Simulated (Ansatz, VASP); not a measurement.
NaF in VASP and in Ansatz

```
Na F
1.0
     0.00000    2.25360    2.28845
     2.25360    0.00000    2.28845
     2.25360    2.25360    0.00000
Na F
1 1
Direct
  0.00000 0.00000 0.00000
  0.50000 0.50000 0.50000
```

Change from the starting cell: strain -0.030 along x and y, -0.015 along z, atoms carried along.

Alike in both runs: task single point; functional PBE; k mesh 8 × 8 × 8; occupations gaussian, width 0.05 eV; no spin polarisation.

|  | VASP | Ansatz |
| --- | --- | --- |
| version | VASP 6.6.1 | Ansatz 0.2.0 |
| potentials or method | VASP PAW PBE potentials, release 64 (Na_pv, F), cutoff 520 eV | scalar-relativistic, plane waves, PAW |
| valence electrons in the cell | 14 | 16 |

```csv
,VASP,Ansatz,Ansatz less VASP
gap on the k mesh at the Fermi level (eV),6.68,6.70,+0.018
least direct gap on the mesh (eV),6.68,6.70,+0.018
pressure (GPa),6.4,6.4,+0.05
"traceless stress, the component that is largest in VASP (GPa)",-1.26,-1.22,+0.041
```

VASP's potentials hold 14 valence electrons a cell and Ansatz's 16, so a difference there can come from the potentials and not from the codes.
